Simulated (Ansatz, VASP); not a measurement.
## Two plane-wave programs on Lu

INCAR

```
SYSTEM = Lu
PREC = Accurate ; ENCUT = 520
EDIFF = 1E-6 ; ISMEAR = -1
SIGMA = 0.1 ; LREAL = .False.
LASPH = .True. ; NELM = 80
ALGO = Normal ; ISIF = 2
LWAVE = .False. ; LCHARG = .False.
GGA = PE ; NBANDS = 18
```

File KPOINTS:

```
regular mesh
0
Gamma
  15 15 15
  0 0 0
```

File POSCAR:

```
Lu
1.0
    0.0000000000      2.1464623869      2.1464623869
    2.1464623869      0.0000000000      2.1464623869
    2.1464623869      2.1464623869      0.0000000000
Lu
1
Direct
    0.0000000000      0.0000000000      0.0000000000
```

Input for Ansatz:

```yaml
crystal:
  lattice:
    - [0.0, 2.1464623869, 2.1464623869]
    - [2.1464623869, 0.0, 2.1464623869]
    - [2.1464623869, 2.1464623869, 0.0]
  atoms:
    - { symbol: Lu, position: [0.0, 0.0, 0.0] }
kpoints:
  mp_grid: { grid: [15, 15, 15] }
scf:
  occupations: { method: fermi_dirac, width: 0.1 }
hamiltonian:
  xc: pbe
  pseudopotentials: { kind: paw }
output:
  forces: true
  stress: true
  eigenvalues: true
  populations: true
  write_density: true
  write_potential: true
  elf: true
  volumetric_format: npy
```

Change from the starting cell: volume scaled by 0.68, PAW files.

Alike in both runs: task single point; functional PBE; k mesh 15 × 15 × 15; occupations fermi-dirac, width 0.1 eV; no spin polarisation.

|  | VASP | Ansatz |
| --- | --- | --- |
| version | VASP 6.6.1 | Ansatz 0.2.0 |
| potentials or method | VASP PAW PBE potentials, release 64 (Lu) | PAW with Ansatz's default frozen-core files, scalar-relativistic |
| plane-wave cutoff (eV) | 520 | 420 |
| valence electrons in the cell | 25 | 25 |

|  | VASP | Ansatz | Ansatz less VASP |
| --- | --- | --- | --- |
| pressure (GPa) | 32.4 | 31.7 | -0.74 |

Both programs put the cell under a high pressure, so it lies far from rest at this level.

Spin-orbit coupling is off throughout.
